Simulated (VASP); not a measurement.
Set up this calculation in VASP 6.6.1, as the native input.

| Property | Result |
| --- | --- |
| Task | relaxation of cell and atoms |
| Functional | PBE |
| Potentials or basis | VASP PAW PBE potentials, release 64 (Cd, Te) |
| Cutoff | 600 eV |
| k mesh | 11 × 11 × 11 |
| Occupations | fermi-dirac, width 0.05 eV |
| Spin | no spin polarisation |
| Dipole correction | no |
| Further INCAR settings | ALGO = Normal; EDIFF = 1e-06; IBRION = 2; EDIFFG = -0.005; NSW = 32; ISIF = 3 |

The structure of CdTe lies in POSCAR:

```
CdTe
1.0
    0.0000000000      3.3086917840      3.3086917840
    3.3086917840      0.0000000000      3.3086917840
    3.3086917840      3.3086917840      0.0000000000
Cd Te
1 1
Direct
    0.0000000000      0.0000000000      0.0000000000
    0.2500000000      0.2500000000      0.2500000000
```

The input as run:

INCAR

```
ALGO = Normal
EDIFF = 1E-6
EDIFFG = -0.005
ENCUT = 600
GGA = PE
IBRION = 2
ISIF = 3
ISMEAR = -1
LASPH = T
LCHARG = F
LREAL = F
LWAVE = F
NELM = 80
NSW = 32
PREC = Accurate
SIGMA = 0.05
```

KPOINTS

```
k-points
0
Gamma
  11 11 11
```

Potentials or basis: VASP PAW PBE potentials, release 64 (Cd, Te).

Command:

```sh
$ cat potpaw_PBE.64/Cd/POTCAR potpaw_PBE.64/Te/POTCAR > POTCAR
$ mpirun -np 1 vasp_std > vasp.out
```

Results of the run:

The relaxed volume is 36.33 Å³/atom, the relaxed cell is a = 4.684 Å, b = 4.684 Å, c = 4.684 Å, α = 60.00°, β = 60.00°, γ = 60.00° and the space group after relaxing (to 0.1 Å) is F-43m (No. 216). The energy gained by relaxing is 0.0 meV/atom, the ionic steps are 2 and the pressure after relaxing is 0.0 GPa. The band gap on the k mesh is 0.58 eV.

Caveat: spin-orbit coupling is left out, which moves the levels of the heavy elements.

Wall time 120 s on 1 thread of Intel Xeon 8259CL, on a shared host, peak memory 0.29 GiB.
